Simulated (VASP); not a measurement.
H11C2NO4: single point with LDA

The system is H11C2NO4.

```
O H C N
1.0
     5.91548    0.00000    0.00000
     0.00000    5.91548    0.00000
     0.00000    0.00000    5.91548
O H C N
4 11 2 1
Cartesian
  2.2581 1.0720 0.9931
  3.6363 4.7580 1.0987
  3.2843 5.8921 4.7356
  1.6810 4.6634 2.9842
  2.6860 1.9323 1.1097
  2.4675 0.7023 0.1087
  3.5421 5.7320 1.2116
  4.2611 4.3853 1.8314
  2.6519 5.4927 4.0952
  3.7036 5.1833 5.2912
  2.1571 4.8024 2.1558
  0.7030 4.5353 2.9656
  1.0478 1.2266 3.5955
  0.3908 1.5145 5.3613
  -0.6248 0.5593 4.2751
  0.1662 1.3739 4.2632
  -0.4226 2.4802 3.6325
  -0.9569 3.3285 3.0326
```

- Program: VASP 6.6.1
- Task: single point
- Functional: LDA
- Potentials or basis: VASP PAW LDA potentials, release 64 (O, H, C, N)
- Cutoff: 520 eV
- k mesh: 1 × 1 × 1
- Occupations: fermi-dirac, width 0.02 eV
- Spin: no spin polarisation

- Pressure: -0.7 GPa
- Largest force: 2.035 eV/Å

Forces in eV/Å, atoms in the order of the input:
```
O   -0.577 -0.001  1.246
O    1.081 -0.966  0.932
O    0.538  0.706  0.355
O   -0.427 -0.063  1.988
H    0.120  0.452 -0.197
H    0.488 -0.031 -1.322
H   -0.207  0.363  0.309
H   -0.786  0.211 -0.765
H   -0.512 -0.727 -0.529
H   -0.395 -0.143  0.005
H    0.186 -0.073 -1.408
H    0.466  0.030 -0.516
H    0.149 -0.769  0.600
H    0.310  0.209 -0.752
H    0.471  0.122 -0.416
C   -0.208 -0.162  0.424
C   -1.293  1.113 -0.344
N    0.596 -0.272  0.390
```

Stress tensor (GPa, compression positive):
```
-1.71 -0.56 -0.16
-0.56  0.08  0.49
-0.16  0.49 -0.45
```

Levels at points of the mesh, in eV from the Fermi level:
```
           k point  band 21  band 22  band 23  band 24  band 25  band 26  band 27  band 28
(0.00, 0.00, 0.00)    -1.08    -0.97    -0.55    -0.54     4.50     5.44     5.64     7.61
```

Wall time 35 s on 1 thread of Intel Xeon 8259CL (shared host), peak memory 0.24 GiB.

Caveat: the k points lie up to 1.06 Å⁻¹ apart, too coarse for converged energies, forces and pressures.
